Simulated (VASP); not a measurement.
Input of a VASP 6.6.1 run:

The input INCAR:

```
PREC = Accurate
ENCUT = 520
EDIFF = 1E-7
ISMEAR = -1
SIGMA = 0.02
LREAL = Auto
LASPH = True
NELM = 150
ALGO = Normal
ISIF = 2
LWAVE = False
LCHARG = False
ISPIN = 2
MAGMOM = 0 0 0 0 0 0 0 0 0 0 0 0 0 0 0 0 1
LORBIT = 11
LMAXMIX = 4
GGA = CA
NBANDS = 56
```

File KPOINTS:

```
regular mesh
0
Gamma
  2 2 2
```

File POSCAR:

```
CuSi16
1.0
    0.0000000000      5.4300000000      5.4300000000
    5.4300000000      0.0000000000      5.4300000000
    5.4300000000      5.4300000000      0.0000000000
Si Cu
16 1
Direct
   -0.2090331492      0.2372651934      0.1479465930
    0.2170902394     -0.0683977901      0.2202209945
   -0.1165930018     -0.0846224678      0.5415101289
   -0.2044935543      0.2283057090      0.7962246777
   -0.0379926335      0.5114364641      0.0448618785
   -0.1547605893      0.8958839779      0.0500460405
    0.0253406998      0.5372928177      0.6584346225
    0.2318232044      0.8802209945      0.5595027624
    0.3835911602      0.2631675875     -0.1665377532
    0.4692173112      0.3475966851      0.0870257827
    0.1962338858      0.2148526703      0.5522007366
    0.5483149171      0.2642449355      0.5038950276
    0.6320165746      0.6615193370     -0.2592725599
    0.6033241252      0.8317219153     -0.0161786372
    0.5172007366      0.6191896869      0.3511970534
    0.9333333333      0.5824493554      0.3416942910
    0.3409760589      0.7475138122      0.0192265193
```

Potentials or basis: VASP PAW LDA potentials, release 64 (Si, Cu).

Run with:

```bash
$ cat potpaw_LDA.64/Si/POTCAR potpaw_LDA.64/Cu/POTCAR > POTCAR
$ mpirun -np 1 vasp_std > vasp.out
```

(1) Estimate the pressure.

(2) Predict the largest force.

Results:

(1) -5.8 GPa.

(2) 3.266 eV/Å.

Caveat: the k points lie up to 0.50 Å⁻¹ apart; the atoms stand as in a frame of molecular dynamics.
